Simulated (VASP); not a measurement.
# MnAl3 (Fm-3m) in VASP: settings compared, part 2 of 3

VASP 6.6.1. Earlier steps stand in the parts before.

## Step 3: Single point, PBEsol, collinear spin, ferromagnetic start

INCAR reads:

```
SYSTEM = MnAl3
ALGO     = Fast           ! electronic algorithm
EDIFF    = 1E-6           ! SCF threshold, eV
ENCUT    = 520            ! plane-wave cutoff, eV
GGA      = PS             ! functional
ISIF     = 2              ! what is computed and relaxed
ISMEAR   = 0              ! smearing method
ISPIN    = 2              ! spin polarisation
LASPH    = .TRUE.         ! aspherical terms in the spheres
LCHARG   = .TRUE.         ! write CHGCAR
LELF     = .TRUE.         ! ELF
LMAXMIX  = 4              ! l up to which the mixer works
LORBIT   = 11             ! projections on sites
LREAL    = .FALSE.        ! projectors in reciprocal space
LVHAR    = .TRUE.       
LWAVE    = .FALSE.        ! write WAVECAR
MAGMOM   = 0 0 0 0.5      ! initial moments
NBANDS   = 23             ! bands
NELM     = 150            ! most SCF steps
PREC     = Accurate       ! precision mode
SIGMA    = 0.1            ! smearing width, eV
```

KPOINTS reads:

```
k-points
0
G
  12 12 12
  0 0 0
```

POSCAR reads:

```
MnAl3
1.0
    0.0000000000      3.0078250317      3.0078250317
    3.0078250317      0.0000000000      3.0078250317
    3.0078250317      3.0078250317      0.0000000000
Al Mn
3 1
Direct
    0.2500000000      0.2500000000      0.2500000000
    0.7500000000      0.7500000000      0.7500000000
    0.5000000000      0.5000000000      0.5000000000
    0.0000000000      0.0000000000      0.0000000000
```

Potentials or basis: VASP PAW PBE potentials, release 64 (Al, Mn_pv).

On the command line:

```console
$ cat potpaw_PBE.64/Al/POTCAR potpaw_PBE.64/Mn_pv/POTCAR > POTCAR
$ mpirun -np 1 vasp_std > vasp.out
```

OUTCAR:

```text
SYSTEM = MnAl3
   EDIFF = 1E-6
   ENCUT = 520
   GGA = PS
   ISIF = 2
   ISMEAR = 0
   ISPIN = 2
   LASPH = .TRUE.
   LORBIT = 11
   LREAL = .FALSE.
   NELM = 150
   PREC = Accurate

 ion  position               nearest neighbor table
   1  0.250  0.250  0.250-   3 2.60   4 2.60   4 2.60   4 2.60   4 2.60   3 2.60   3 2.60   3 2.60
                             2 3.01   2 3.01   2 3.01   2 3.01   2 3.01   2 3.01
   2  0.750  0.750  0.750-   3 2.60   4 2.60   3 2.60   3 2.60   3 2.60   4 2.60   4 2.60   4 2.60
                             1 3.01   1 3.01   1 3.01   1 3.01   1 3.01   1 3.01
   3  0.500  0.500  0.500-   1 2.60   2 2.60   1 2.60   1 2.60   1 2.60   2 2.60   2 2.60   2 2.60
                             4 3.01   4 3.01   4 3.01   4 3.01   4 3.01   4 3.01
   4  0.000  0.000  0.000-   1 2.60   2 2.60   2 2.60   2 2.60   2 2.60   1 2.60   1 2.60   1 2.60
                             3 3.01   3 3.01   3 3.01   3 3.01   3 3.01   3 3.01

  LATTYP: Found a face centered cubic cell.
 ALAT       =     6.0156500634

  Lattice vectors:

 A1 = (   0.0000000000,   3.0078250317,   3.0078250317)
 A2 = (   3.0078250317,   0.0000000000,   3.0078250317)
 A3 = (   3.0078250317,   3.0078250317,   0.0000000000)

Analysis of symmetry for initial positions (statically):
=====================================================================
 Subroutine PRICEL returns:
 Original cell was already a primitive cell.

 Routine SETGRP: Setting up the symmetry group for a
 face centered cubic supercell.

 Subroutine GETGRP returns: Found 48 space group operations
 (whereof 48 operations were pure point group operations)
 out of a pool of 48 trial point group operations.

The static configuration has the point symmetry O_h .

Analysis of symmetry for dynamics (positions and initial velocities):
=====================================================================
 Subroutine PRICEL returns:
 Original cell was already a primitive cell.

 Routine SETGRP: Setting up the symmetry group for a
 face centered cubic supercell.

 Subroutine GETGRP returns: Found 48 space group operations
 (whereof 48 operations were pure point group operations)
 out of a pool of 48 trial point group operations.

The dynamic configuration has the point symmetry O_h .

Analysis of structural, dynamic, and magnetic symmetry:
=====================================================================
 Subroutine PRICEL returns:
 Original cell was already a primitive cell.

 Routine SETGRP: Setting up the symmetry group for a
 face centered cubic supercell.

 Subroutine GETGRP returns: Found 48 space group operations
 (whereof 48 operations were pure point group operations)
 out of a pool of 48 trial point group operations.

The overall configuration has the point symmetry O_h .

 Subroutine INISYM returns: Found 48 space group operations
 (whereof 48 operations are pure point group operations),
 and found     1 'primitive' translations

----------------------------------------------------------------------------------------

                                     Primitive cell

  volume of cell :      54.4237

  direct lattice vectors                    reciprocal lattice vectors
[... 90 lines left out ...]
   NELM   =    150;   NELMIN=  2; NELMDL= -5     # of ELM steps
   EDIFF  = 0.1E-05   stopping-criterion for ELM
   LREAL  =      F    real-space projection
   EDIFFG = 0.1E-04   stopping-criterion for IOM
   NSW    =      0    number of steps for IOM
   IBRION =     -1    ionic relax: 0-MD 1-quasi-New 2-CG
   NFREE  =      0    steps in history (QN), initial steepest desc. (CG)
   ISIF   =      2    stress and relaxation
   ISYM   =      2    0-nonsym 1-usesym 2-fastsym
   POTIM  = 0.5000    time-step for ionic-motion
   TEBEG  =    0.0;   TEEND  =   0.0 temperature during run
   PSTRESS=    0.0 pullay stress
   NELECT =      22.0000    total number of electrons
   NUPDOWN=      -1.0000    fix difference up-down
   EMIN   =  10.00;   EMAX   =-10.00  energy-range for DOS
   EFERMI =   0.00;   METHOD = LEGACY
   ISMEAR =     0;   SIGMA  =   0.10  broadening in eV -4-tet -1-fermi 0-gaus
   EFERMI_NEDOS =   21; number of points for ismear=-14 and -15
   IALGO  =     68    algorithm
   IMIX   =      4    mixing-type and parameters
     AMIX     =   0.40;   BMIX     =  1.00
     AMIX_MAG =   1.60;   BMIX_MAG =  1.00
  volume/ion in A,a.u.               =      13.61        91.82
  Fermi-wavevector in a.u.,A,eV,Ry     =   1.210468  2.287452 19.935688  1.465232
  Thomas-Fermi vector in A             =   2.346013
   LORBIT       =     11    0 simple, 1 ext, 2 COOP (PROOUT), +10 PAW based schemes
   GGA     = PS    functional components
   LHFCALC =     F    Hartree Fock is set to
   AEXX    =    0.0000 exact exchange contribution
   IVDW    =     0    specifies the selected vdW correction
   LEPSILON=     F    determine dielectric tensor
   LRPA    =     F    only Hartree local field effects (RPA)
 spin polarized calculation
 RMM-DIIS sequential band-by-band and
 Gauss-broadening in eV      SIGMA  =   0.10
  energy-cutoff  :      520.00
  volume of cell :       54.42
 maximum number of plane-waves:      1484
   NGX = 15   NGY = 15   NGZ = 15

 number of electron      21.9999989 magnetization       1.3808466

 Free energy of the ion-electron system (eV)
  ---------------------------------------------------
  ext. energy  EPLUGINS =         0.00000000
  ---------------------------------------------------
  free energy    TOTEN  =       -21.63981286 eV

  energy without entropy =      -21.62177349  energy(sigma->0) =      -21.63079318

 E-fermi :   9.4335     XC(G=0): -11.4134

 val. band max:        9.4333195799   @ k =   0.4167   0.3333   0.0000
 cond. band min:       9.4338684300   @ k =  -0.2500   0.3333   0.0833
 fundamental gap:      0.0005488500
 Fermi energy:         9.4334745256

 spin component 1

 k-point     1 :       0.0000    0.0000    0.0000
  band No.  band energies     occupation
      1     -38.5166      1.00000
      2     -38.5166      1.00000
      3     -38.5166      1.00000
      4      -2.0277      1.00000
      5       6.4562      1.00000
      6       6.4562      1.00000
[... 613 lines left out ...]
     22      20.2117      0.00000
     23      21.2401      0.00000

 [... further k-points ...]

 spin component 2

 k-point     1 :       0.0000    0.0000    0.0000
  band No.  band energies     occupation
      1     -37.1411      1.00000
      2     -37.1411      1.00000
      3     -37.1411      1.00000
      4      -1.9902      1.00000
      5       6.9279      1.00000
      6       6.9279      1.00000
[... 613 lines left out ...]
     22      20.2654      0.00000
     23      21.3431      0.00000

 [... further k-points ...]

------------------------ aborting loop because EDIFF is reached ----------------------------------------

  FORCE on cell =-STRESS in cart. coord.  units (eV):
  Direction    XX          YY          ZZ          XY          YZ          ZX
  --------------------------------------------------------------------------------------
  -------------------------------------------------------------------------------------
  Total        0.0481259      0.0481259      0.0481259      0.0000000     -0.0000000      0.0000000
  in kB        1.4167791      1.4167791      1.4167791      0.0000000     -0.0000000      0.0000000
  external PRESSURE =       1.4167791 kB  Pullay stress =       0.0000000 kB

 VOLUME and BASIS-vectors are now :
 -----------------------------------------------------------------------------
  energy-cutoff  :      520.00
  volume of cell :       54.42
      direct lattice vectors                 reciprocal lattice vectors
     0.000000000  3.007825032  3.007825032    -0.166233074  0.166233074  0.166233074
     3.007825032  0.000000000  3.007825032     0.166233074 -0.166233074  0.166233074
     3.007825032  3.007825032  0.000000000     0.166233074  0.166233074 -0.166233074

 POSITION                                       TOTAL-FORCE (eV/Angst)
 -----------------------------------------------------------------------------------
      1.50391      1.50391      1.50391         0.000000     -0.000000      0.000000
      4.51174      4.51174      4.51174        -0.000000      0.000000      0.000000
      3.00783      3.00783      3.00783        -0.000000      0.000000     -0.000000
      0.00000      0.00000      0.00000        -0.000000      0.000000     -0.000000
 -----------------------------------------------------------------------------------
    total drift:                                0.000000     -0.000000     -0.000000

  FREE ENERGIE OF THE ION-ELECTRON SYSTEM (eV)
  ---------------------------------------------------
  free  energy   TOTEN  =       -21.6398128644 eV

  energy  without entropy=      -21.6217734857  energy(sigma->0) =      -21.63079318

 total charge

# of ion       s       p       d       tot
------------------------------------------
    1        0.393   0.413   0.000   0.805
    2        0.393   0.413   0.000   0.805
    3        0.386   0.411   0.000   0.797
    4        0.345   6.250   5.263  11.857
--------------------------------------------------
tot          1.516   7.486   5.263  14.265

 magnetization (x)

# of ion       s       p       d       tot
------------------------------------------
    1       -0.013  -0.006   0.000  -0.019
    2       -0.013  -0.006   0.000  -0.019
    3       -0.014  -0.005   0.000  -0.019
    4        0.002   0.045   1.320   1.367
--------------------------------------------------
tot         -0.038   0.028   1.320   1.310
```

Wall time 70 s (1 thread of Intel Xeon 6975P-C (Granite Rapids), shared host); peak memory 0.29 GiB.

What came out:

| Item | Value |
| --- | --- |
| Free energy | -21.6398 eV |
| Pressure | 0.1 GPa |
| Net moment | 1.38 μB per cell |
| Site moments | Al -0.02; Mn +1.37 μB |
| Valence electrons inside the program's atomic spheres | Al 0.81, 0.80 (each value once); Mn 11.86 |

Levels at points of the mesh, in eV from the Fermi level:
Spin up:
| k point | band 9 | band 10 | band 11 | band 12 | band 13 | band 14 | band 15 | band 16 |
| --- | --- | --- | --- | --- | --- | --- | --- | --- |
| (0.00, 0.00, 0.00) | -1.69 | -0.08 | -0.08 | -0.08 | 2.00 | 2.78 | 2.78 | 2.78 |
| (0.50, 0.00, 0.00) | -1.26 | -1.26 | -0.50 | -0.50 | -0.02 | 1.67 | 1.67 | 3.99 |
| (0.50, 0.50, 0.00) | -2.41 | -1.16 | -1.16 | -1.16 | 0.54 | 1.64 | 6.97 | 6.97 |
Spin down:
| k point | band 6 | band 7 | band 8 | band 9 | band 10 | band 11 | band 12 | band 13 | band 14 | band 15 |
| --- | --- | --- | --- | --- | --- | --- | --- | --- | --- | --- |
| (0.00, 0.00, 0.00) | -2.51 | -2.51 | -0.64 | -0.64 | -0.05 | -0.05 | -0.05 | 1.95 | 3.42 | 3.42 |
| (0.50, 0.00, 0.00) | -2.96 | -2.96 | -0.63 | -0.41 | -0.41 | -0.21 | -0.21 | -0.07 | 2.57 | 2.57 |
| (0.50, 0.50, 0.00) | -4.49 | -3.86 | -3.86 | -2.00 | -0.15 | -0.15 | 0.10 | 1.70 | 2.55 | 6.93 |

Caveat: the PAW data sets were made with another functional, which shifts forces and pressure a little.

## Step 4: Single point, r2SCAN, collinear spin, ferromagnetic start

POSCAR is that of step 3.

INCAR.step1 reads:

```
  PREC = Accurate
  ENCUT = 520
  ISMEAR = 0
  SIGMA = 0.1
  LREAL = F
  LASPH = T
  NELM = 150
  ISPIN = 2
  MAGMOM = 0 0 0 4
  LMAXMIX = 4
  NBANDS = 23
  GGA = PE
  ALGO = Normal
  EDIFF = 1E-4
  LWAVE = T
  LCHARG = F
```

INCAR.step2 reads:

```
  PREC = Accurate
  ENCUT = 520
  EDIFF = 1E-6
  ISMEAR = 0
  SIGMA = 0.1
  LREAL = F
  LASPH = T
  NELM = 150
  ALGO = Normal
  ISIF = 2
  LWAVE = F
  LCHARG = T
  ISPIN = 2
  MAGMOM = 0 0 0 4
  LORBIT = 11
  LMAXMIX = 4
  METAGGA = R2SCAN
  LMIXTAU = T
  LELF = T
  LVHAR = T
  NBANDS = 23
  ISTART = 1
```

KPOINTS reads:

```
regular mesh
0
Gamma
  12 12 12
```

Potentials or basis: VASP PAW PBE potentials, release 64 (Al, Mn_pv).

On the command line:

```console
$ cat potpaw_PBE.64/Al/POTCAR potpaw_PBE.64/Mn_pv/POTCAR > POTCAR
$ cp INCAR.step1 INCAR
$ mpirun -np 1 vasp_std > vasp.out
$ cp INCAR.step2 INCAR
$ mpirun -np 1 vasp_std > vasp.out
```

OUTCAR:

```text
PREC = Accurate
   ENCUT = 520
   EDIFF = 1E-6
   ISMEAR = 0
   LREAL = F
   LASPH = T
   NELM = 150
   ISIF = 2
   ISPIN = 2
   LORBIT = 11
   METAGGA = R2SCAN
   ISTART = 1

 ion  position               nearest neighbor table
   1  0.250  0.250  0.250-   3 2.60   4 2.60   4 2.60   4 2.60   4 2.60   3 2.60   3 2.60   3 2.60
                             2 3.01   2 3.01   2 3.01   2 3.01   2 3.01   2 3.01
   2  0.750  0.750  0.750-   3 2.60   4 2.60   3 2.60   3 2.60   3 2.60   4 2.60   4 2.60   4 2.60
                             1 3.01   1 3.01   1 3.01   1 3.01   1 3.01   1 3.01
   3  0.500  0.500  0.500-   1 2.60   2 2.60   1 2.60   1 2.60   1 2.60   2 2.60   2 2.60   2 2.60
                             4 3.01   4 3.01   4 3.01   4 3.01   4 3.01   4 3.01
   4  0.000  0.000  0.000-   1 2.60   2 2.60   2 2.60   2 2.60   2 2.60   1 2.60   1 2.60   1 2.60
                             3 3.01   3 3.01   3 3.01   3 3.01   3 3.01   3 3.01

  LATTYP: Found a face centered cubic cell.
 ALAT       =     6.0156500634
[... 1463 lines left out ...]

  FORCE on cell =-STRESS in cart. coord.  units (eV):
  Direction    XX          YY          ZZ          XY          YZ          ZX
  --------------------------------------------------------------------------------------
  -------------------------------------------------------------------------------------
  Total        1.1885110      1.1885110      1.1885110      0.0000000      0.0000000     -0.0000000
  in kB       34.9885620     34.9885620     34.9885620      0.0000000      0.0000000     -0.0000000
  external PRESSURE =      34.9885620 kB  Pullay stress =       0.0000000 kB

 VOLUME and BASIS-vectors are now :
 -----------------------------------------------------------------------------
  energy-cutoff  :      520.00
  volume of cell :       54.42
      direct lattice vectors                 reciprocal lattice vectors
     0.000000000  3.007825032  3.007825032    -0.166233074  0.166233074  0.166233074
     3.007825032  0.000000000  3.007825032     0.166233074 -0.166233074  0.166233074
     3.007825032  3.007825032  0.000000000     0.166233074  0.166233074 -0.166233074

 POSITION                                       TOTAL-FORCE (eV/Angst)
 -----------------------------------------------------------------------------------
      1.50391      1.50391      1.50391         0.000000     -0.000000     -0.000000
      4.51174      4.51174      4.51174        -0.000000     -0.000000     -0.000000
      3.00783      3.00783      3.00783         0.000000      0.000000      0.000000
      0.00000      0.00000      0.00000         0.000000      0.000000      0.000000
 -----------------------------------------------------------------------------------
    total drift:                                0.000000     -0.000000      0.000000

  FREE ENERGIE OF THE ION-ELECTRON SYSTEM (eV)
  ---------------------------------------------------
  free  energy   TOTEN  =       -34.6063122768 eV

  energy  without entropy=      -34.5883845161  energy(sigma->0) =      -34.59734840

 total charge

# of ion       s       p       d       tot
------------------------------------------
    1        0.388   0.432   0.000   0.821
    2        0.388   0.432   0.000   0.821
    3        0.391   0.428   0.000   0.819
    4        0.366   6.273   5.201  11.840
--------------------------------------------------
tot          1.534   7.565   5.201  14.300

 magnetization (x)

# of ion       s       p       d       tot
------------------------------------------
    1       -0.027  -0.030   0.000  -0.056
    2       -0.027  -0.030   0.000  -0.056
    3       -0.020  -0.022   0.000  -0.043
    4        0.007   0.058   2.050   2.115
--------------------------------------------------
tot         -0.066  -0.024   2.050   1.960
```

OUTCAR.step1:

```text
PREC = Accurate
   ENCUT = 520
   ISMEAR = 0
   LREAL = F
[... 1501 lines left out ...]
      1.50391      1.50391      1.50391        -0.000000     -0.000000     -0.000000
      4.51174      4.51174      4.51174         0.000000      0.000000      0.000000
      3.00783      3.00783      3.00783        -0.000000     -0.000000      0.000000
      0.00000      0.00000      0.00000        -0.000000     -0.000000      0.000000
 -----------------------------------------------------------------------------------
    total drift:                                0.000000     -0.000000      0.000000

  FREE ENERGIE OF THE ION-ELECTRON SYSTEM (eV)
  ---------------------------------------------------
  free  energy   TOTEN  =       -19.8989223209 eV

  energy  without entropy=      -19.8819724535  energy(sigma->0) =      -19.89044739
```

It took 3.7 min on 1 thread of Intel Xeon 6975P-C (Granite Rapids), shared host; peak memory 0.3 GiB.

Results:

- Free energy: -34.6063 eV
- Pressure: 3.5 GPa
- Net moment: 1.87 μB per cell
- Site moments: Al -0.06, -0.04 (each value once); Mn +2.12 μB
- Valence electrons inside the program's atomic spheres: Al 0.82; Mn 11.84

Caveat: the cell stands under pressure; the PAW data sets were made with another functional, which shifts forces and pressure a little.

(Part 2 of 3 ends here.)
